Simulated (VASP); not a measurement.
# TaN (P6_3/mmc) in VASP: further runs

The runs below take TaN through single point, with PBEsol.

All numbers are computed with VASP 6.6.1; they aren't measurements. Logs are shortened: lines on timing, memory, paths and dates and some standing lists are left out, and cuts for length are marked.

## (1) The cell of the first run

Symmetry: P6_3/mmc, No. 194, hexagonal system. Conventional cell: a = 3.088 Å, b = 3.088 Å, c = 4.983 Å, α = 90.00°, β = 90.00°, γ = 120.00°. Ta (site symmetry -3m) has 6 N at 2.17 Å and 2 Ta at 2.49 Å within 2.9 Å. Within 2.9 Å of N (site symmetry -6m2) lie 6 Ta at 2.17 Å.

## (2) Single point, PBEsol (10.29 Å³/atom)

Input file INCAR:

```
SYSTEM = TaN
PREC = Accurate ; ENCUT = 520
EDIFF = 1E-6 ; ISMEAR = -1
SIGMA = 0.01 ; LREAL = .False.
LASPH = .True. ; NELM = 100
ALGO = Normal ; ISIF = 2
LWAVE = .False. ; LCHARG = .True.
GGA = PS ; LELF = .True.
LVHAR = .True. ; NBANDS = 24
```

Input file KPOINTS:

```
Automatic mesh
0
Gamma
  9 9 5
  0 0 0
```

Input file POSCAR:

```
TaN
1.0
    3.0881118675      0.0000000000      0.0000000000
   -1.5440559337      2.6743833269      0.0000000000
    0.0000000000      0.0000000000      4.9827179480
Ta N
2 2
Direct
    0.0000000000      0.0000000000      0.0000000000
    0.0000000000      0.0000000000      0.5000000000
    0.3333333333      0.6666666667      0.2500000000
    0.6666666667      0.3333333333      0.7500000000
```

Potentials or basis: VASP PAW PBE potentials, release 64 (Ta_pv, N).

The run is started by

```
> cat potpaw_PBE.64/Ta_pv/POTCAR potpaw_PBE.64/N/POTCAR > POTCAR
> mpirun -np 1 vasp_std > vasp.out
```

OUTCAR:

```text
SYSTEM = TaN
   PREC = Accurate
   ENCUT = 520
   EDIFF = 1E-6
   ISMEAR = -1
   LREAL = .False.
   LASPH = .True.
   NELM = 100
   ISIF = 2
   GGA = PS

 ion  position               nearest neighbor table
   1  0.000  0.000  0.000-   3 2.17   4 2.17   3 2.17   4 2.17   4 2.17   3 2.17   2 2.49   2 2.49

   2  0.000  0.000  0.500-   3 2.17   4 2.17   3 2.17   4 2.17   4 2.17   3 2.17   1 2.49   1 2.49

   3  0.333  0.667  0.250-   1 2.17   2 2.17   1 2.17   2 2.17   1 2.17   2 2.17
   4  0.667  0.333  0.750-   1 2.17   2 2.17   1 2.17   2 2.17   1 2.17   2 2.17

  LATTYP: Found a hexagonal cell.
 ALAT       =     3.0881118675
 C/A-ratio  =     1.6135160130

  Lattice vectors:

 A1 = (   3.0881118675,   0.0000000000,   0.0000000000)
 A2 = (  -1.5440559337,   2.6743833269,   0.0000000000)
 A3 = (   0.0000000000,   0.0000000000,   4.9827179480)

Analysis of symmetry for initial positions (statically):
=====================================================================
 Subroutine PRICEL returns:
 Original cell was already a primitive cell.

 Routine SETGRP: Setting up the symmetry group for a
 hexagonal supercell.

 Subroutine GETGRP returns: Found 24 space group operations
 (whereof 12 operations were pure point group operations)
 out of a pool of 24 trial point group operations.

The static configuration has the point symmetry D_3d.
 The point group associated with its full space group is D_6h.

Analysis of symmetry for dynamics (positions and initial velocities):
=====================================================================
 Subroutine PRICEL returns:
 Original cell was already a primitive cell.

 Routine SETGRP: Setting up the symmetry group for a
 hexagonal supercell.

 Subroutine GETGRP returns: Found 24 space group operations
 (whereof 12 operations were pure point group operations)
 out of a pool of 24 trial point group operations.

The dynamic configuration has the point symmetry D_3d.
 The point group associated with its full space group is D_6h.

 Subroutine INISYM returns: Found 24 space group operations
 (whereof 12 operations are pure point group operations),
 and found     1 'primitive' translations

----------------------------------------------------------------------------------------

                                     Primitive cell

  volume of cell :      41.1512

  direct lattice vectors                    reciprocal lattice vectors
     3.088111867  0.000000000  0.000000000     0.323822466  0.186958988  0.000000000
    -1.544055934  2.674383327  0.000000000     0.000000000  0.373917976  0.000000000
     0.000000000  0.000000000  4.982717948     0.000000000  0.000000000  0.200693680

  length of vectors
     3.088111867  3.088111867  4.982717948     0.373917976  0.373917976  0.200693680

  position of ions in fractional coordinates (direct lattice)
     0.000000000  0.000000000  0.000000000
     0.000000000  0.000000000  0.500000000
     0.333333333  0.666666667  0.250000000
     0.666666667  0.333333333  0.750000000

  ion indices of the primitive-cell ions
   primitive index   ion index
                 1           1
                 2           2
                 3           3
                 4           4

----------------------------------------------------------------------------------------

 KPOINTS: Automatic mesh

Automatic generation of k-mesh.
 Grid dimensions read from file:
 generate k-points for:    9    9    5

 Generating k-lattice:

  Cartesian coordinates                     Fractional coordinates (reciprocal lattice)
     0.035980274  0.020773221  0.000000000     0.111111111  0.000000000  0.000000000
     0.000000000  0.041546442  0.000000000     0.000000000  0.111111111  0.000000000
     0.000000000  0.000000000  0.040138736     0.000000000  0.000000000  0.200000000

  Length of vectors
     0.041546442  0.041546442  0.040138736

  Shift w.r.t. Gamma in fractional coordinates (k-lattice)
     0.000000000  0.000000000  0.000000000

 Subroutine IBZKPT returns following result:
 ===========================================

 Found     36 irreducible k-points:

 Following reciprocal coordinates:
            Coordinates               Weight
  0.000000  0.000000  0.000000      1.000000
  0.111111 -0.000000  0.000000      6.000000
  0.222222  0.000000  0.000000      6.000000
  0.333333 -0.000000  0.000000      6.000000
  0.444444  0.000000  0.000000      6.000000
  0.111111  0.111111  0.000000      6.000000
[... 16 lines left out ...]
  0.333333  0.222222  0.200000     24.000000
  0.333333  0.333333  0.200000      4.000000
 [... further k-points ...]
   k-points           NKPTS =     36   k-points in BZ     NKDIM =     36   number of bands    NBANDS=     24
   number of dos      NEDOS =    301   number of ions     NIONS =      4
   total plane-waves  NPLWV =  23040
   dimension x,y,z NGX =    24 NGY =   24 NGZ =   40
   dimension x,y,z NGXF=    48 NGYF=   48 NGZF=   80
   ions per type =               2   2
   NGX,Y,Z   is equivalent  to a cutoff of  12.92, 12.92, 13.35 a.u.
   NGXF,Y,Z  is equivalent  to a cutoff of  25.84, 25.84, 26.69 a.u.
 SYSTEM =  TaN
   PREC   = accura    normal or accurate (medium, high low for compatibility)
   ISTART =      0    job   : 0-new  1-cont  2-samecut
   ICHARG =      2    charge: 1-file 2-atom 10-const
   ISPIN  =      1    spin polarized calculation?
   LNONCOLLINEAR =      F non collinear calculations
   LSORBIT =      F    spin-orbit coupling
   LASPH  =      T    aspherical Exc in radial PAW
   ENCUT  =  520.0 eV  38.22 Ry    6.18 a.u.   5.74  5.74  9.26*2*pi/ulx,y,z
   NELM   =    100;   NELMIN=  2; NELMDL= -5     # of ELM steps
   EDIFF  = 0.1E-05   stopping-criterion for ELM
   LREAL  =      F    real-space projection
   EDIFFG = 0.1E-04   stopping-criterion for IOM
   NSW    =      0    number of steps for IOM
   IBRION =     -1    ionic relax: 0-MD 1-quasi-New 2-CG
   NFREE  =      0    steps in history (QN), initial steepest desc. (CG)
   ISIF   =      2    stress and relaxation
   ISYM   =      2    0-nonsym 1-usesym 2-fastsym
   POTIM  = 0.5000    time-step for ionic-motion
   TEBEG  =    0.0;   TEEND  =   0.0 temperature during run
   PSTRESS=    0.0 pullay stress
   NELECT =      32.0000    total number of electrons
   NUPDOWN=      -1.0000    fix difference up-down
   EMIN   =  10.00;   EMAX   =-10.00  energy-range for DOS
   EFERMI =   0.00;   METHOD = LEGACY
   ISMEAR =    -1;   SIGMA  =   0.01  broadening in eV -4-tet -1-fermi 0-gaus
   EFERMI_NEDOS =   21; number of points for ismear=-14 and -15
   IALGO  =     38    algorithm
   IMIX   =      4    mixing-type and parameters
     AMIX     =   0.40;   BMIX     =  1.00
     AMIX_MAG =   1.60;   BMIX_MAG =  1.00
  volume/ion in A,a.u.               =      10.29        69.43
  Fermi-wavevector in a.u.,A,eV,Ry     =   1.505441  2.844872 30.835612  2.266354
  Thomas-Fermi vector in A             =   2.616290
   LORBIT       =      0    0 simple, 1 ext, 2 COOP (PROOUT), +10 PAW based schemes
   GGA     = PS    functional components
   LHFCALC =     F    Hartree Fock is set to
   AEXX    =    0.0000 exact exchange contribution
   IVDW    =     0    specifies the selected vdW correction
   LEPSILON=     F    determine dielectric tensor
   LRPA    =     F    only Hartree local field effects (RPA)
 non-spin polarized calculation
  energy-cutoff  :      520.00
  volume of cell :       41.15
 maximum number of plane-waves:      1118
 NGX is ok and might be reduce to    24
   NGX = 11   NGY = 11   NGZ = 19

 number of electron      32.0000002 magnetization

 Free energy of the ion-electron system (eV)
  ---------------------------------------------------
  ext. energy  EPLUGINS =         0.00000000
  ---------------------------------------------------
  free energy    TOTEN  =       -44.70533284 eV

  energy without entropy =      -44.70351965  energy(sigma->0) =      -44.70442624

 E-fermi :   9.2615     XC(G=0): -13.6858

 val. band max:        9.2594767501   @ k =   0.2222   0.2222   0.4000
 cond. band min:       9.2717351351   @ k =   0.2222   0.0000   0.2000
 fundamental gap:      0.0122583851
 Fermi energy:         9.2615185625

 k-point     1 :       0.0000    0.0000    0.0000
  band No.  band energies     occupation
      1     -27.6767      2.00000
      2     -26.0508      2.00000
      3     -26.0508      2.00000
      4     -25.7166      2.00000
      5     -25.7166      2.00000
      6     -24.9347      2.00000
[... 16 lines left out ...]
     23      14.0716      0.00000
     24      15.6706      0.00000

 k-point     2 :       0.1111   -0.0000    0.0000
  band No.  band energies     occupation
      1     -27.6535      2.00000
      2     -26.1501      2.00000
      3     -26.0716      2.00000
      4     -25.7931      2.00000
      5     -25.7332      2.00000
      6     -24.9258      2.00000
[... 16 lines left out ...]
     23      14.6413      0.00000
     24      15.5935      0.00000

 k-point     3 :       0.2222    0.0000    0.0000
  band No.  band energies     occupation
      1     -27.5943      2.00000
      2     -26.3929      2.00000
      3     -26.1240      2.00000
      4     -25.9825      2.00000
      5     -25.7752      2.00000
      6     -24.9031      2.00000
[... 16 lines left out ...]
     23      15.5400      0.00000
     24      15.7305      0.00000

 k-point     4 :       0.3333   -0.0000    0.0000
  band No.  band energies     occupation
      1     -27.5260      2.00000
      2     -26.6552      2.00000
      3     -26.1910      2.00000
      4     -26.1828      2.00000
      5     -25.8225      2.00000
      6     -24.8770      2.00000
[... 16 lines left out ...]
     23      16.0807      0.00000
     24      16.3145      0.00000

 k-point     5 :       0.4444    0.0000    0.0000
  band No.  band energies     occupation
      1     -27.4812      2.00000
      2     -26.8191      2.00000
      3     -26.3233      2.00000
      4     -26.2208      2.00000
      5     -25.8531      2.00000
      6     -24.8600      2.00000
[... 451 lines left out ...]
 k-point    22 :       0.2222    0.2222    0.2000
  band No.  band energies     occupation
      1     -27.2759      2.00000
      2     -26.6235      2.00000
      3     -26.2841      2.00000
      4     -26.2448      2.00000
      5     -25.9677      2.00000
      6     -25.1549      2.00000
[... 16 lines left out ...]
     23      15.4167      0.00000
     24      16.4948      0.00000

 k-point    23 :       0.3333    0.2222    0.2000
  band No.  band energies     occupation
      1     -27.2421      2.00000
      2     -26.6776      2.00000
      3     -26.3866      2.00000
      4     -26.2918      2.00000
      5     -26.0521      2.00000
      6     -25.1391      2.00000
[... 16 lines left out ...]
     23      15.5826      0.00000
     24      16.8101      0.00000

 k-point    24 :       0.3333    0.3333    0.2000
  band No.  band energies     occupation
      1     -27.2301      2.00000
      2     -26.5608      2.00000
      3     -26.5608      2.00000
      4     -26.1959      2.00000
      5     -26.1959      2.00000
      6     -25.1336      2.00000
[... 16 lines left out ...]
     23      16.2945      0.00000
     24      16.2945      0.00000

 [... further k-points ...]
[... 5 lines left out ...]
  --------------------------------------------------------------------------------------
  -------------------------------------------------------------------------------------
  Total        1.5943832      1.5943832     20.6792443      0.0000000     -0.0000000      0.0000000
  in kB       62.0755125     62.0755125    805.1230545      0.0000000     -0.0000000      0.0000000
  external PRESSURE =     309.7580265 kB  Pullay stress =       0.0000000 kB

 VOLUME and BASIS-vectors are now :
 -----------------------------------------------------------------------------
  energy-cutoff  :      520.00
  volume of cell :       41.15
      direct lattice vectors                 reciprocal lattice vectors
     3.088111867  0.000000000  0.000000000     0.323822466  0.186958988  0.000000000
    -1.544055934  2.674383327  0.000000000     0.000000000  0.373917976  0.000000000
     0.000000000  0.000000000  4.982717948     0.000000000  0.000000000  0.200693680

 POSITION                                       TOTAL-FORCE (eV/Angst)
 -----------------------------------------------------------------------------------
      0.00000      0.00000      0.00000        -0.000000      0.000000      0.000000
      0.00000      0.00000      2.49136        -0.000000      0.000000      0.000000
     -0.00000      1.78292      1.24568         0.000000      0.000000      0.000000
      1.54406      0.89146      3.73704        -0.000000     -0.000000     -0.000000
 -----------------------------------------------------------------------------------
    total drift:                               -0.000000      0.000000      0.000000

  FREE ENERGIE OF THE ION-ELECTRON SYSTEM (eV)
  ---------------------------------------------------
  free  energy   TOTEN  =       -44.7053328399 eV

  energy  without entropy=      -44.7035196478  energy(sigma->0) =      -44.70442624
```

Wall time 11 s (1 thread of Intel Xeon 6975P-C (Granite Rapids), shared host); peak memory 0.17 GiB.

What came out:

```
Free energy            : -44.7053 eV
Pressure               : 31.0 GPa
Band gap on the k mesh : zero (bands 16 and 17 overlap by 2.43 eV)
```

Stress tensor (GPa, compression positive):
```
 6.21  0.00  0.00
 0.00  6.21  0.00
 0.00  0.00 80.51
```

Caveat: the cell stands under pressure; the PAW data sets were made with another functional, which shifts forces and pressure a little; spin-orbit coupling is left out, which moves the levels of the heavy elements.

[end of part 1 of 2]
